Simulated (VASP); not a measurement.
Here is a VASP 6.6.1 calculation.

The input POSCAR:

```
SiSe
1.0
    0.0000000000      3.0551396244      3.0551396244
    3.0551396244      0.0000000000      3.0551396244
    3.0551396244      3.0551396244      0.0000000000
Si Se
1 1
Direct
    0.0000000000      0.0000000000      0.0000000000
    0.2500000000      0.2500000000      0.2500000000
```

The input INCAR.step1:

```
SYSTEM = SiSe
ALGO     = Normal         ! electronic algorithm
EDIFF    = 1E-4           ! SCF threshold, eV
ENCUT    = 520            ! plane-wave cutoff, eV
GGA      = PE             ! functional
ISMEAR   = 0              ! smearing method
LASPH    = .True.         ! aspherical terms in the spheres
LCHARG   = .False.        ! write CHGCAR
LREAL    = .False.        ! projectors in reciprocal space
LWAVE    = .True.         ! write WAVECAR
NBANDS   = 12             ! bands
NELM     = 100            ! most SCF steps
PREC     = Accurate       ! precision mode
SIGMA    = 0.1            ! smearing width, eV
```

File INCAR.step2:

```
SYSTEM = SiSe
ALGO     = Normal         ! electronic algorithm
EDIFF    = 1E-6           ! SCF threshold, eV
ENCUT    = 520            ! plane-wave cutoff, eV
ISIF     = 2              ! what is computed and relaxed
ISMEAR   = 0              ! smearing method
ISTART   = 1            
LASPH    = .True.         ! aspherical terms in the spheres
LCHARG   = .False.        ! write CHGCAR
LMIXTAU  = .True.       
LREAL    = .False.        ! projectors in reciprocal space
LWAVE    = .False.        ! write WAVECAR
METAGGA  = R2SCAN         ! meta-GGA
NBANDS   = 12             ! bands
NELM     = 100            ! most SCF steps
PREC     = Accurate       ! precision mode
SIGMA    = 0.1            ! smearing width, eV
```

KPOINTS

```
k-points
0
Gamma
  16 16 16
  0 0 0
```

Potentials or basis: VASP PAW PBE potentials, release 64 (Si, Se).

The run is started by

```console
$ cat potpaw_PBE.64/Si/POTCAR potpaw_PBE.64/Se/POTCAR > POTCAR
$ cp INCAR.step1 INCAR
$ mpirun -np 1 vasp_std > vasp.out
$ cp INCAR.step2 INCAR
$ mpirun -np 1 vasp_std > vasp.out
```

**Question.** What does it give for the band gap on the k mesh?

**Answer.** Zero (band 5 reaches 3.85 eV, above the bottom of band 6 at 2.93 eV).

**Question.** Estimate the pressure.

**Answer.** -0.1 GPa.

Caveat: the PAW data sets were made with another functional, which shifts forces and pressure a little.
